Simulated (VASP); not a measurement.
Na: single point with BLYP

Na:

```
CELL_PARAMETERS angstrom
-4.43316 4.43925 1.82688
4.43925 -4.43316 1.82688
2.30841 2.30841 -1.81572
ATOMIC_POSITIONS crystal
Na 0.00014 0.99986 0.00000
Na 0.74986 0.25014 0.50000
```

| Quantity | Value |
| --- | --- |
| Program | VASP 6.6.1 |
| Task | single point |
| Functional | BLYP |
| Potentials or basis | VASP PAW PBE potentials, release 64 (Na_pv) |
| Cutoff | 520 eV |
| k mesh | 10 × 10 × 7 |
| Occupations | fermi-dirac, width 0.1 eV |
| Spin | no spin polarisation |

| Property | Result |
| --- | --- |
| Pressure | 0.0 GPa |
| Band gap on the k mesh | zero (bands 7 and 8 overlap by 3.88 eV) |

Levels at points of the mesh, in eV from the Fermi level:
| k point | band 5 | band 6 | band 7 | band 8 | band 9 | band 10 |
| --- | --- | --- | --- | --- | --- | --- |
| (0.00, 0.00, 0.00) | -25.33 | -25.33 | -3.29 | 0.46 | 0.63 | 9.91 |
| (0.50, 0.00, 0.00) | -25.34 | -25.33 | 0.56 | 0.71 | 2.29 | 2.67 |
| (0.00, 0.50, 0.00) | -25.34 | -25.33 | 0.56 | 0.71 | 2.29 | 2.67 |
| (0.50, 0.50, 0.00) | -25.33 | -25.33 | -2.31 | -2.31 | 5.08 | 5.08 |

Wall time 6.6 min on 1 thread of Intel(R) Xeon(R) Platinum 8259CL CPU @ 2.50GHz (Skylake/Cascade Lake) (shared host), peak memory 0.43 GiB.

Caveat: the PAW data sets were made with another functional, which shifts forces and pressure a little.
